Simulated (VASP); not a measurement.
# Cd (P6_3/mmc) in VASP: a series of runs

Runs on Cd. Level: PBEsol. Tasks: single point, relaxation of cell and atoms.

Everything below comes from runs of VASP 6.6.1. Logs are shortened: lines on timing, memory, paths and dates and some standing lists are left out, and cuts for length are marked.

### Step 1. The cell of the first run

Symmetry: P6_3/mmc, No. 194, hexagonal system. Conventional cell: a = 2.962 Å, b = 2.962 Å, c = 5.517 Å, α = 90.00°, β = 90.00°, γ = 120.00°. Cd (site symmetry -6m2) has 12 Cd at 2.96 to 3.25 Å within 3.9 Å.

### Step 2. Single point, PBEsol

Input file INCAR:

```
PREC = Accurate
ENCUT = 520
EDIFF = 1E-6
ISMEAR = -1
SIGMA = 0.02
LREAL = F
LASPH = T
NELM = 80
ALGO = Normal
ISIF = 2
LWAVE = F
LCHARG = F
GGA = PS
NBANDS = 19
```

Input file KPOINTS:

```
regular mesh
0
Gamma
  10 10 5
```

Input file POSCAR:

```
Cd
1.0
    2.9617063574      0.0000000000      0.0000000000
   -1.4808531787      2.5649129441      0.0000000000
    0.0000000000      0.0000000000      5.5171679948
Cd
2
Direct
    0.3333333333      0.6666666667      0.2500000000
    0.6666666667      0.3333333333      0.7500000000
```

Potentials or basis: VASP PAW PBE potentials, release 64 (Cd).

Started as:

```sh
cat potpaw_PBE.64/Cd/POTCAR > POTCAR
mpirun -np 1 vasp_std > vasp.out
```

OUTCAR:

```text
PREC = Accurate
   ENCUT = 520
   EDIFF = 1E-6
   ISMEAR = -1
   LREAL = F
   LASPH = T
   NELM = 80
   ISIF = 2
   GGA = PS

 ion  position               nearest neighbor table
   1  0.333  0.667  0.250-   2 3.25   2 3.25   2 3.25   2 3.25   2 3.25   2 3.25
   2  0.667  0.333  0.750-   1 3.25   1 3.25   1 3.25   1 3.25   1 3.25   1 3.25

  LATTYP: Found a hexagonal cell.
 ALAT       =     2.9617063574
 C/A-ratio  =     1.8628342344

  Lattice vectors:

 A1 = (   2.9617063574,   0.0000000000,   0.0000000000)
 A2 = (  -1.4808531787,   2.5649129441,   0.0000000000)
 A3 = (   0.0000000000,   0.0000000000,   5.5171679948)

Analysis of symmetry for initial positions (statically):
=====================================================================
 Subroutine PRICEL returns:
 Original cell was already a primitive cell.

 Routine SETGRP: Setting up the symmetry group for a
 hexagonal supercell.

 Subroutine GETGRP returns: Found 24 space group operations
 (whereof 12 operations were pure point group operations)
 out of a pool of 24 trial point group operations.

The static configuration has the point symmetry D_3d.
 The point group associated with its full space group is D_6h.

Analysis of symmetry for dynamics (positions and initial velocities):
=====================================================================
 Subroutine PRICEL returns:
 Original cell was already a primitive cell.

 Routine SETGRP: Setting up the symmetry group for a
 hexagonal supercell.

 Subroutine GETGRP returns: Found 24 space group operations
 (whereof 12 operations were pure point group operations)
 out of a pool of 24 trial point group operations.

The dynamic configuration has the point symmetry D_3d.
 The point group associated with its full space group is D_6h.

 Subroutine INISYM returns: Found 24 space group operations
 (whereof 12 operations are pure point group operations),
 and found     1 'primitive' translations

----------------------------------------------------------------------------------------

                                     Primitive cell

  volume of cell :      41.9113

  direct lattice vectors                    reciprocal lattice vectors
     2.961706357  0.000000000  0.000000000     0.337643196  0.194938390  0.000000000
    -1.480853179  2.564912944  0.000000000     0.000000000  0.389876780  0.000000000
     0.000000000  0.000000000  5.517167995     0.000000000  0.000000000  0.181252411

  length of vectors
     2.961706357  2.961706357  5.517167995     0.389876780  0.389876780  0.181252411

  position of ions in fractional coordinates (direct lattice)
     0.333333333  0.666666667  0.250000000
     0.666666667  0.333333333  0.750000000

  ion indices of the primitive-cell ions
   primitive index   ion index
                 1           1
                 2           2

----------------------------------------------------------------------------------------

 KPOINTS: regular mesh

Automatic generation of k-mesh.
 Grid dimensions read from file:
 generate k-points for:   10   10    5

 Generating k-lattice:

  Cartesian coordinates                     Fractional coordinates (reciprocal lattice)
     0.033764320  0.019493839  0.000000000     0.100000000  0.000000000  0.000000000
     0.000000000  0.038987678  0.000000000     0.000000000  0.100000000  0.000000000
     0.000000000  0.000000000  0.036250482     0.000000000  0.000000000  0.200000000

  Length of vectors
     0.038987678  0.038987678  0.036250482

  Shift w.r.t. Gamma in fractional coordinates (k-lattice)
     0.000000000  0.000000000  0.000000000

 Subroutine IBZKPT returns following result:
 ===========================================

 Found     42 irreducible k-points:

 Following reciprocal coordinates:
            Coordinates               Weight
  0.000000  0.000000  0.000000      1.000000
  0.100000  0.000000  0.000000      6.000000
  0.200000  0.000000  0.000000      6.000000
  0.300000  0.000000  0.000000      6.000000
  0.400000 -0.000000  0.000000      6.000000
  0.500000  0.000000  0.000000      3.000000
[... 16 lines left out ...]
  0.300000  0.100000  0.200000     24.000000
  0.400000  0.100000  0.200000     24.000000
 [... further k-points ...]
   k-points           NKPTS =     42   k-points in BZ     NKDIM =     42   number of bands    NBANDS=     19
   number of dos      NEDOS =    301   number of ions     NIONS =      2
   total plane-waves  NPLWV =  24192
   dimension x,y,z NGX =    24 NGY =   24 NGZ =   42
   dimension x,y,z NGXF=    48 NGYF=   48 NGZF=   84
   ions per type =               2
   NGX,Y,Z   is equivalent  to a cutoff of  13.47, 13.47, 12.66 a.u.
   NGXF,Y,Z  is equivalent  to a cutoff of  26.94, 26.94, 25.31 a.u.
 SYSTEM =  unknown system
   PREC   = accura    normal or accurate (medium, high low for compatibility)
   ISTART =      0    job   : 0-new  1-cont  2-samecut
   ICHARG =      2    charge: 1-file 2-atom 10-const
   ISPIN  =      1    spin polarized calculation?
   LNONCOLLINEAR =      F non collinear calculations
   LSORBIT =      F    spin-orbit coupling
   LASPH  =      T    aspherical Exc in radial PAW
   ENCUT  =  520.0 eV  38.22 Ry    6.18 a.u.   5.51  5.51 10.26*2*pi/ulx,y,z
   NELM   =     80;   NELMIN=  2; NELMDL= -5     # of ELM steps
   EDIFF  = 0.1E-05   stopping-criterion for ELM
   LREAL  =      F    real-space projection
   EDIFFG = 0.1E-04   stopping-criterion for IOM
   NSW    =      0    number of steps for IOM
   IBRION =     -1    ionic relax: 0-MD 1-quasi-New 2-CG
   NFREE  =      0    steps in history (QN), initial steepest desc. (CG)
   ISIF   =      2    stress and relaxation
   ISYM   =      2    0-nonsym 1-usesym 2-fastsym
   POTIM  = 0.5000    time-step for ionic-motion
   TEBEG  =    0.0;   TEEND  =   0.0 temperature during run
   PSTRESS=    0.0 pullay stress
   NELECT =      24.0000    total number of electrons
   NUPDOWN=      -1.0000    fix difference up-down
   EMIN   =  10.00;   EMAX   =-10.00  energy-range for DOS
   EFERMI =   0.00;   METHOD = LEGACY
   ISMEAR =    -1;   SIGMA  =   0.02  broadening in eV -4-tet -1-fermi 0-gaus
   EFERMI_NEDOS =   21; number of points for ismear=-14 and -15
   IALGO  =     38    algorithm
   IMIX   =      4    mixing-type and parameters
     AMIX     =   0.40;   BMIX     =  1.00
     AMIX_MAG =   1.60;   BMIX_MAG =  1.00
  volume/ion in A,a.u.               =      20.96       141.42
  Fermi-wavevector in a.u.,A,eV,Ry     =   1.359466  2.569018 25.145572  1.848147
  Thomas-Fermi vector in A             =   2.486211
   LORBIT       =      0    0 simple, 1 ext, 2 COOP (PROOUT), +10 PAW based schemes
   GGA     = PS    functional components
   LHFCALC =     F    Hartree Fock is set to
   AEXX    =    0.0000 exact exchange contribution
   IVDW    =     0    specifies the selected vdW correction
   LEPSILON=     F    determine dielectric tensor
   LRPA    =     F    only Hartree local field effects (RPA)
 non-spin polarized calculation
  energy-cutoff  :      520.00
  volume of cell :       41.91
 maximum number of plane-waves:      1149
 NGX is ok and might be reduce to    24
   NGX = 11   NGY = 11   NGZ = 21

 number of electron      24.0000006 magnetization

 Free energy of the ion-electron system (eV)
  ---------------------------------------------------
  ext. energy  EPLUGINS =         0.00000000
  ---------------------------------------------------
  free energy    TOTEN  =        -2.41410383 eV

  energy without entropy =       -2.41368386  energy(sigma->0) =       -2.41389385

 E-fermi :   2.8670     XC(G=0): -11.3715

 val. band max:        2.8643694198   @ k =   0.3000   0.0000   0.0000
 cond. band min:       3.0108306287   @ k =   0.4000  -0.0000   0.0000
 fundamental gap:      0.1464612089
 Fermi energy:         2.8670307076

 k-point     1 :       0.0000    0.0000    0.0000
  band No.  band energies     occupation
      1      -6.9456      2.00000
      2      -6.6442      2.00000
      3      -6.2540      2.00000
      4      -6.2540      2.00000
      5      -6.1949      2.00000
      6      -6.1949      2.00000
[... 11 lines left out ...]
     18      18.4798      0.00000
     19      18.8197      0.00000

 k-point     2 :       0.1000    0.0000    0.0000
  band No.  band energies     occupation
      1      -6.8428      2.00000
      2      -6.5438      2.00000
      3      -6.2937      2.00000
      4      -6.2302      2.00000
      5      -6.1584      2.00000
      6      -6.1032      2.00000
[... 11 lines left out ...]
     18      18.3523      0.00000
     19      19.3084      0.00000

 k-point     3 :       0.2000    0.0000    0.0000
  band No.  band energies     occupation
      1      -6.7376      2.00000
      2      -6.4636      2.00000
      3      -6.3624      2.00000
      4      -6.1339      2.00000
      5      -6.0642      2.00000
      6      -5.9001      2.00000
[... 11 lines left out ...]
     18      16.3130      0.00000
     19      16.6326      0.00000

 k-point     4 :       0.3000    0.0000    0.0000
  band No.  band energies     occupation
      1      -6.8735      2.00000
      2      -6.6443      2.00000
      3      -6.3970      2.00000
      4      -6.1384      2.00000
      5      -5.9923      2.00000
      6      -5.9250      2.00000
[... 11 lines left out ...]
     18      16.1708      0.00000
     19      17.1585      0.00000

 k-point     5 :       0.4000   -0.0000    0.0000
  band No.  band energies     occupation
      1      -7.0222      2.00000
      2      -6.8000      2.00000
      3      -6.6344      2.00000
      4      -6.1301      2.00000
      5      -5.9943      2.00000
      6      -5.9697      2.00000
[... 11 lines left out ...]
     18      15.9294      0.00000
     19      16.5100      0.00000
[... 334 lines left out ...]
      2      -6.4681      2.00000
      3      -6.3392      2.00000
      4      -6.3009      2.00000
      5      -6.0670      2.00000
      6      -5.9704      2.00000
[... 11 lines left out ...]
     18      16.1333      0.00000
     19      18.8914      0.00000

 k-point    22 :       0.2000    0.1000    0.2000
  band No.  band energies     occupation
      1      -6.6643      2.00000
      2      -6.4841      2.00000
      3      -6.3659      2.00000
      4      -6.2490      2.00000
      5      -6.1431      2.00000
      6      -5.9719      2.00000
[... 11 lines left out ...]
     18      14.7472      0.00000
     19      16.8350      0.00000

 k-point    23 :       0.3000    0.1000    0.2000
  band No.  band energies     occupation
      1      -6.8269      2.00000
      2      -6.6722      2.00000
      3      -6.5203      2.00000
      4      -6.2772      2.00000
      5      -6.0172      2.00000
      6      -5.8933      2.00000
[... 11 lines left out ...]
     18      13.7161      0.00000
     19      15.9273      0.00000

 k-point    24 :       0.4000    0.1000    0.2000
  band No.  band energies     occupation
      1      -6.9321      2.00000
      2      -6.7953      2.00000
      3      -6.6398      2.00000
      4      -6.3249      2.00000
      5      -6.0365      2.00000
      6      -5.7850      2.00000
[... 11 lines left out ...]
     18      13.1445      0.00000
     19      16.5486      0.00000

 [... further k-points ...]

------------------------ aborting loop because EDIFF is reached ----------------------------------------

  FORCE on cell =-STRESS in cart. coord.  units (eV):
  Direction    XX          YY          ZZ          XY          YZ          ZX
  --------------------------------------------------------------------------------------
  -------------------------------------------------------------------------------------
  Total        0.1122968      0.1122968      0.0537487      0.0000000      0.0000000      0.0000000
  in kB        4.2928652      4.2928652      2.0546969      0.0000000      0.0000000      0.0000000
  external PRESSURE =       3.5468091 kB  Pullay stress =       0.0000000 kB

 VOLUME and BASIS-vectors are now :
 -----------------------------------------------------------------------------
  energy-cutoff  :      520.00
  volume of cell :       41.91
      direct lattice vectors                 reciprocal lattice vectors
     2.961706357  0.000000000  0.000000000     0.337643196  0.194938390  0.000000000
    -1.480853179  2.564912944  0.000000000     0.000000000  0.389876780  0.000000000
     0.000000000  0.000000000  5.517167995     0.000000000  0.000000000  0.181252411

 POSITION                                       TOTAL-FORCE (eV/Angst)
 -----------------------------------------------------------------------------------
     -0.00000      1.70994      1.37929         0.000000     -0.000000      0.000000
      1.48085      0.85497      4.13788        -0.000000      0.000000      0.000000
 -----------------------------------------------------------------------------------
    total drift:                               -0.000000      0.000000      0.000000

  FREE ENERGIE OF THE ION-ELECTRON SYSTEM (eV)
  ---------------------------------------------------
  free  energy   TOTEN  =        -2.4141038313 eV

  energy  without entropy=       -2.4136838617  energy(sigma->0) =       -2.41389385
```

It took 35 s on 1 thread of Oxide Virtual Turin-like, shared host; peak memory 0.13 GiB.

What came out:

| Quantity | Value |
| --- | --- |
| Free energy | -2.4141 eV |
| Pressure | 0.4 GPa |
| Band gap on the k mesh | zero (band 12 reaches 4.00 eV, above the bottom of band 13 at 0.12 eV) |

Levels at points of the mesh, in eV from the Fermi level:
```tsv
k point	band 9	band 10	band 11	band 12	band 13	band 14	band 15	band 16
(0.00, 0.00, 0.00)	-8.58	-8.30	-8.30	-3.03	-2.74	11.19	14.61	15.10
(0.50, 0.00, 0.00)	-8.03	-8.01	-2.34	-1.79	2.22	3.17	3.51	5.49
```

Caveat: the PAW data sets were made with another functional, which shifts forces and pressure a little.

(Continued in part 2 of 2.)
